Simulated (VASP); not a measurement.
A run of VASP 6.6.1:

Contents of INCAR:

```
ALGO = Normal
EDIFF = 1E-7
EDIFFG = -0.002
ENCUT = 600
IBRION = 2
ISIF = 3
ISMEAR = 0
LASPH = True
LCHARG = False
LREAL = False
LWAVE = False
NELM = 100
NSW = 100
PREC = Accurate
SIGMA = 0.02
```

File KPOINTS:

```
k-points
0
Gamma
  8 8 8
```

File POSCAR:

```
BaHfO3
1.0
    4.1698367400      0.0000000000      0.0000000000
    0.0000000000      4.1698367400      0.0000000000
    0.0000000000      0.0000000000      4.1698367400
Ba Hf O
1 1 3
Direct
    0.5000000000      0.5000000000      0.5000000000
    0.0000000000      0.0000000000      0.0000000000
    0.0000000000      0.5000000000      0.0000000000
    0.5000000000      0.0000000000      0.0000000000
    0.0000000000      0.0000000000      0.5000000000
```

Potentials or basis: VASP PAW LDA potentials, release 64 (Ba_sv, Hf_pv, O).

The run is started by

```sh
$ cat potpaw_LDA.64/Ba_sv/POTCAR potpaw_LDA.64/Hf_pv/POTCAR potpaw_LDA.64/O/POTCAR > POTCAR
$ mpirun -np 1 vasp_std > vasp.out
```

Hardware: 1 thread of Intel(R) Xeon(R) 6975P-C (Granite Rapids) (shared host).

Task: How long does it take, and how much memory?

Result: It took 69 s on 1 thread of Intel(R) Xeon(R) 6975P-C (Granite Rapids), on a shared host, peak memory 0.23 GiB. Counts: scf iterations 39, k points 35, ion steps 3.
